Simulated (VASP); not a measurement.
Runs of VASP 6.6.1 on LiB7. The structure is that of space group P-6m2 (No. 187), or close to it. The cells are those of the table. 

| task | cell | k mesh | cutoff (eV) | gap on the mesh (eV) | pressure (GPa) | relaxed volume (Å³/atom) | largest force (eV/Å) |
| --- | --- | --- | --- | --- | --- | --- | --- |
| single point | a = 2.955, b = 2.955, c = 7.596 Å, angles 90.0, 90.0, 120.0°, 8 atoms | 6 × 6 × 4 | 520 | none | - | - | 0.06 |
| relaxation of cell and atoms | relaxed from a = 2.955, b = 2.955, c = 7.596 Å, angles 90.0, 90.0, 120.0°, 8 atoms | 12 × 12 × 6 | 600 | none | 0.0 | (a) | 0.01 |
| single point | a = 2.944, b = 2.944, c = 7.789 Å, angles 90.0, 90.0, 120.0°, 8 atoms | 12 × 12 × 6 | 520 | none | - | - | 0.02 |
| single point | a = 3.647, b = 3.647, c = 6.706 Å, angles 90.0, 90.0, 120.0°, 8 atoms | 6 × 6 × 4 | 520 | none | - | - | (b) |
| relaxation of cell and atoms | relaxed from a = 3.647, b = 3.647, c = 6.706 Å, angles 90.0, 90.0, 120.0°, 8 atoms | 6 × 6 × 4 | 600 | none | 0.2 | 7.20 | 0.04 |

Alike in all rows: level PBE; potentials or basis VASP PAW PBE potentials, release 64 (Li_sv, B); no spin polarisation; smearing gaussian 0.1 eV.

**Question.** Estimate the missing entries.

**Answer.** (a) 7.30; (b) 1.68.

Caveats: some runs use coarse meshes; the cutoff is under 1.25 times the usual one of these potentials, so pressure, stress and relaxed cells hold a basis-set (Pulay) error; forces of over 1 eV/Å act on the atoms, so gaps and moduli don't describe the material at rest (some runs); the volume moved by over 15 % at a fixed basis, so the end points are rough (some runs).

A gap of «none» marks levels without a gap at the run's occupations.
